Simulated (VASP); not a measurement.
# TaN (P6_3mc) in VASP: further runs

TaN is run at these levels: PBE; tasks: electric field gradients, vibrations by perturbation theory.

All numbers are computed with VASP 6.6.1; they aren't measurements. Logs are shortened: lines on timing, memory, paths and dates and some standing lists are left out, and cuts for length are marked.

### Step 1. The cell of the first run

The structure is hexagonal, space group P6_3mc (No. 186). The conventional cell has a = 3.154 Å, b = 3.154 Å, c = 6.100 Å, α = 90.00°, β = 90.00°, γ = 120.00°. Within 2.6 Å of Ta (site symmetry 3m) lie 4 N at 1.98 to 2.11 Å. N (site symmetry 3m) has 4 Ta at 1.98 to 2.11 Å within 2.6 Å.

### Step 2. Electric field gradients, PBE

The input, INCAR:

```
ALGO = Normal
EDIFF = 1E-8
ENCUT = 520
GGA = PE
ISIF = 2
ISMEAR = -1
LASPH = True
LCHARG = False
LEFG = True
LREAL = False
LWAVE = False
NBANDS = 24
NELM = 60
PREC = Accurate
SIGMA = 0.15
```

The input, KPOINTS:

```
k-points
0
Gamma
  18 18 8
```

The input, POSCAR:

```
TaN
1.0
    3.1541941887      0.0000000000      0.0000000000
   -1.5770970944      2.7316122959      0.0000000000
    0.0000000000      0.0000000000      6.0997039650
Ta N
2 2
Direct
    0.3333333333      0.6666666667      0.0301068634
    0.6666666667      0.3333333333      0.5301068634
    0.3333333333      0.6666666667      0.3548931366
    0.6666666667      0.3333333333      0.8548931366
```

Potentials or basis: VASP PAW PBE potentials, release 64 (Ta_pv, N).

Started as:

```console
cat potpaw_PBE.64/Ta_pv/POTCAR potpaw_PBE.64/N/POTCAR > POTCAR
mpirun -np 1 vasp_std > vasp.out
```

OUTCAR:

```text
EDIFF = 1E-8
   ENCUT = 520
   GGA = PE
   ISIF = 2
   ISMEAR = -1
   LASPH = True
   LREAL = False
   NELM = 60
   PREC = Accurate

 ion  position               nearest neighbor table
   1  0.333  0.667  0.030-   3 1.98   4 2.11   4 2.11   4 2.11   2 3.55   2 3.55   2 3.55   2 3.55
                             2 3.55   2 3.55
   2  0.667  0.333  0.530-   4 1.98   3 2.11   3 2.11   3 2.11   1 3.55   1 3.55   1 3.55   1 3.55
                             1 3.55   1 3.55
   3  0.333  0.667  0.355-   1 1.98   2 2.11   2 2.11   2 2.11
   4  0.667  0.333  0.855-   2 1.98   1 2.11   1 2.11   1 2.11

  LATTYP: Found a hexagonal cell.
 ALAT       =     3.1541941887
 C/A-ratio  =     1.9338390727

  Lattice vectors:

 A1 = (   3.1541941887,   0.0000000000,   0.0000000000)
 A2 = (  -1.5770970944,   2.7316122959,   0.0000000000)
 A3 = (   0.0000000000,   0.0000000000,   6.0997039650)

Analysis of symmetry for initial positions (statically):
=====================================================================
 Subroutine PRICEL returns:
 Original cell was already a primitive cell.

 Routine SETGRP: Setting up the symmetry group for a
 hexagonal supercell.

 Subroutine GETGRP returns: Found 12 space group operations
 (whereof  6 operations were pure point group operations)
 out of a pool of 24 trial point group operations.

The static configuration has the point symmetry C_3v.
 The point group associated with its full space group is C_6v.

Analysis of symmetry for dynamics (positions and initial velocities):
=====================================================================
 Subroutine PRICEL returns:
 Original cell was already a primitive cell.

 Routine SETGRP: Setting up the symmetry group for a
 hexagonal supercell.

 Subroutine GETGRP returns: Found 12 space group operations
 (whereof  6 operations were pure point group operations)
 out of a pool of 24 trial point group operations.

The dynamic configuration has the point symmetry C_3v.
 The point group associated with its full space group is C_6v.

 Subroutine INISYM returns: Found 12 space group operations
 (whereof  6 operations are pure point group operations),
 and found     1 'primitive' translations

----------------------------------------------------------------------------------------

                                     Primitive cell

  volume of cell :      52.5553

  direct lattice vectors                    reciprocal lattice vectors
     3.154194189  0.000000000  0.000000000     0.317038185  0.183042081  0.000000000
    -1.577097094  2.731612296  0.000000000     0.000000000  0.366084163  0.000000000
     0.000000000  0.000000000  6.099703965     0.000000000  0.000000000  0.163942382

  length of vectors
     3.154194189  3.154194189  6.099703965     0.366084163  0.366084163  0.163942382

  position of ions in fractional coordinates (direct lattice)
     0.333333333  0.666666667  0.030106863
     0.666666667  0.333333333  0.530106863
     0.333333333  0.666666667  0.354893137
     0.666666667  0.333333333  0.854893137

  ion indices of the primitive-cell ions
   primitive index   ion index
                 1           1
                 2           2
                 3           3
                 4           4

----------------------------------------------------------------------------------------

 KPOINTS: k-points

Automatic generation of k-mesh.
 Grid dimensions read from file:
 generate k-points for:   18   18    8

 Generating k-lattice:

  Cartesian coordinates                     Fractional coordinates (reciprocal lattice)
     0.017613232  0.010169005  0.000000000     0.055555556  0.000000000  0.000000000
     0.000000000  0.020338009  0.000000000     0.000000000  0.055555556  0.000000000
     0.000000000  0.000000000  0.020492798     0.000000000  0.000000000  0.125000000

  Length of vectors
     0.020338009  0.020338009  0.020492798
[... 42 lines left out ...]
   NGX,Y,Z   is equivalent  to a cutoff of  12.65, 12.65, 13.08 a.u.
   NGXF,Y,Z  is equivalent  to a cutoff of  25.30, 25.30, 26.16 a.u.
 SYSTEM =  unknown system
   PREC   = accura    normal or accurate (medium, high low for compatibility)
   ISTART =      0    job   : 0-new  1-cont  2-samecut
   ICHARG =      2    charge: 1-file 2-atom 10-const
   ISPIN  =      1    spin polarized calculation?
   LNONCOLLINEAR =      F non collinear calculations
   LSORBIT =      F    spin-orbit coupling
   LASPH  =      T    aspherical Exc in radial PAW
   ENCUT  =  520.0 eV  38.22 Ry    6.18 a.u.   5.86  5.86 11.34*2*pi/ulx,y,z
   NELM   =     60;   NELMIN=  2; NELMDL= -5     # of ELM steps
   EDIFF  = 0.1E-07   stopping-criterion for ELM
   LREAL  =      F    real-space projection
   EDIFFG = 0.1E-06   stopping-criterion for IOM
   NSW    =      0    number of steps for IOM
   IBRION =     -1    ionic relax: 0-MD 1-quasi-New 2-CG
   NFREE  =      0    steps in history (QN), initial steepest desc. (CG)
   ISIF   =      2    stress and relaxation
   ISYM   =      2    0-nonsym 1-usesym 2-fastsym
   POTIM  = 0.5000    time-step for ionic-motion
   TEBEG  =    0.0;   TEEND  =   0.0 temperature during run
   PSTRESS=    0.0 pullay stress
   NELECT =      32.0000    total number of electrons
   NUPDOWN=      -1.0000    fix difference up-down
   EMIN   =  10.00;   EMAX   =-10.00  energy-range for DOS
   EFERMI =   0.00;   METHOD = LEGACY
   ISMEAR =    -1;   SIGMA  =   0.15  broadening in eV -4-tet -1-fermi 0-gaus
   EFERMI_NEDOS =   21; number of points for ismear=-14 and -15
   IALGO  =     38    algorithm
   IMIX   =      4    mixing-type and parameters
     AMIX     =   0.40;   BMIX     =  1.00
     AMIX_MAG =   1.60;   BMIX_MAG =  1.00
  volume/ion in A,a.u.               =      13.14        88.67
  Fermi-wavevector in a.u.,A,eV,Ry     =   1.387563  2.622114 26.195723  1.925331
  Thomas-Fermi vector in A             =   2.511772
   LORBIT       =      0    0 simple, 1 ext, 2 COOP (PROOUT), +10 PAW based schemes
   GGA     = PE    functional components
   LHFCALC =     F    Hartree Fock is set to
   AEXX    =    0.0000 exact exchange contribution
   IVDW    =     0    specifies the selected vdW correction
   LEPSILON=     F    determine dielectric tensor
   LRPA    =     F    only Hartree local field effects (RPA)
 non-spin polarized calculation
  energy-cutoff  :      520.00
  volume of cell :       52.56
 maximum number of plane-waves:      1431
 NGX is ok and might be reduce to    24
   NGX = 11   NGY = 11   NGZ = 23

 number of electron      31.9999996 magnetization

 Free energy of the ion-electron system (eV)
  ---------------------------------------------------
  ext. energy  EPLUGINS =         0.00000000
  ---------------------------------------------------
  free energy    TOTEN  =       -43.41059577 eV

  energy without entropy =      -43.33122909  energy(sigma->0) =      -43.37091243

 E-fermi :   6.3930     XC(G=0): -12.0968

 val. band max:        6.3839039959   @ k =   0.3333   0.2778   0.1250
 cond. band min:       6.4044951587   @ k =   0.1111   0.0000   0.1250
 fundamental gap:      0.0205911628
 Fermi energy:         6.3929520595

 k-point     1 :       0.0000    0.0000    0.0000
  band No.  band energies     occupation
      1     -29.1761      2.00000
      2     -28.8495      2.00000
      3     -28.6120      2.00000
      4     -28.6120      2.00000
      5     -28.5846      2.00000
      6     -28.5846      2.00000
[... 637 lines left out ...]
     23      11.6103      0.00000
     24      12.3897      0.00000

 [... further k-points ...]

------------------------ aborting loop because EDIFF is reached ----------------------------------------

  FORCE on cell =-STRESS in cart. coord.  units (eV):
  Direction    XX          YY          ZZ          XY          YZ          ZX
  --------------------------------------------------------------------------------------
  -------------------------------------------------------------------------------------
  Total        0.1225589      0.1225589      0.2857771     -0.0000000     -0.0000000      0.0000000
  in kB        3.7362780      3.7362780      8.7120793     -0.0000000     -0.0000000      0.0000000
  external PRESSURE =       5.3948785 kB  Pullay stress =       0.0000000 kB

 VOLUME and BASIS-vectors are now :
 -----------------------------------------------------------------------------
  energy-cutoff  :      520.00
  volume of cell :       52.56
      direct lattice vectors                 reciprocal lattice vectors
     3.154194189  0.000000000  0.000000000     0.317038185  0.183042081  0.000000000
    -1.577097094  2.731612296  0.000000000     0.000000000  0.366084163  0.000000000
     0.000000000  0.000000000  6.099703965     0.000000000  0.000000000  0.163942382

 POSITION                                       TOTAL-FORCE (eV/Angst)
 -----------------------------------------------------------------------------------
     -0.00000      1.82107      0.18364         0.000000     -0.000000     -0.018065
      1.57710      0.91054      3.23349        -0.000000      0.000000     -0.018065
     -0.00000      1.82107      2.16474         0.000000     -0.000000      0.018065
      1.57710      0.91054      5.21460        -0.000000     -0.000000      0.018065
 -----------------------------------------------------------------------------------
    total drift:                               -0.000000      0.000000     -0.000320

  FREE ENERGIE OF THE ION-ELECTRON SYSTEM (eV)
  ---------------------------------------------------
  free  energy   TOTEN  =       -43.4105957723 eV

  energy  without entropy=      -43.3312290944  energy(sigma->0) =      -43.37091243

 Electric field gradients (V/A^2)
---------------------------------------------------------------------
 ion       V_xx      V_yy      V_zz      V_xy      V_xz      V_yz
---------------------------------------------------------------------
   1      73.322    73.322  -146.644     0.000     0.000    -0.000
   2      73.322    73.322  -146.644     0.000    -0.000     0.000
   3      12.047    12.046   -24.094    -0.001     0.000    -0.000
   4      12.047    12.046   -24.094    -0.001    -0.000     0.000
---------------------------------------------------------------------

 Electric field gradients after diagonalization (V/A^2)
 (convention: |V_zz| > |V_xx| > |V_yy|)
----------------------------------------------------------------------
 ion       V_xx      V_yy      V_zz     asymmetry (V_yy - V_xx)/ V_zz
----------------------------------------------------------------------
   1      73.322    73.322  -146.644       0.000
   2      73.322    73.322  -146.644       0.000
   3      12.048    12.046   -24.094       0.000
   4      12.048    12.046   -24.094       0.000
----------------------------------------------------------------------

           NMR quadrupolar parameters

 Cq : quadrupolar parameter    Cq=e*Q*V_zz/h
 eta: asymmetry parameters     (V_yy - V_xx)/ V_zz
 Q  : nuclear electric quadrupole moment in mb (millibarn)
----------------------------------------------------------------------
 ion       Cq(MHz)       eta       Q (mb)
----------------------------------------------------------------------
   1      -0.355       0.000       1.000
   2      -0.355       0.000       1.000
   3      -0.058       0.000       1.000
   4      -0.058       0.000       1.000
----------------------------------------------------------------------
```

Wall time 1.8 min (1 thread of Intel Xeon Platinum 8488C (Sapphire Rapids), shared host); peak memory 0.32 GiB.

Results:

```
Free energy                             : -43.4106 eV
Pressure                                : 0.5 GPa
Largest force                           : 0.018 eV/Å
Band gap on the k mesh                  : zero (bands 16 and 17 overlap by 0.45 eV)
Largest electric field gradient by atom : Ta -146.6; N -24.1 V/Å²
```

Forces on the atoms (eV/Å):
```
Ta   0.000  0.000 -0.018
Ta   0.000  0.000 -0.018
N    0.000  0.000  0.018
N    0.000  0.000  0.018
```

Stress tensor (GPa, compression positive):
```
0.37 0.00 0.00
0.00 0.37 0.00
0.00 0.00 0.87
```

Levels at points of the mesh, in eV from the Fermi level:
```
           k point  band 13  band 14  band 15  band 16  band 17  band 18  band 19  band 20
(0.00, 0.00, 0.00)    -4.45    -4.45    -0.80    -0.60     0.19     0.19     2.21     2.21
(0.50, 0.00, 0.00)    -4.72    -3.63    -2.21    -0.47     1.20     2.18     2.69     3.39
(0.00, 0.00, 0.50)    -4.92    -4.92     0.26     0.26     1.02     1.02     1.02     1.02
(0.50, 0.00, 0.50)    -4.71    -4.71    -0.86    -0.86     1.51     1.51     3.30     3.30
```

Electric field gradients, principal values (V/Å²):
```csv
atom,least,middle,greatest (by size)
1 Ta,73.322,73.322,-146.644
2 Ta,73.322,73.322,-146.644
3 N,12.046,12.048,-24.094
4 N,12.046,12.048,-24.094
```

Caveat: without QUAD_EFG the Cq values of the log hold for a quadrupole moment of 1 mb, not for the nuclei; spin-orbit coupling is left out, which moves the levels of the heavy elements.

(Part 1 of 2 ends here.)
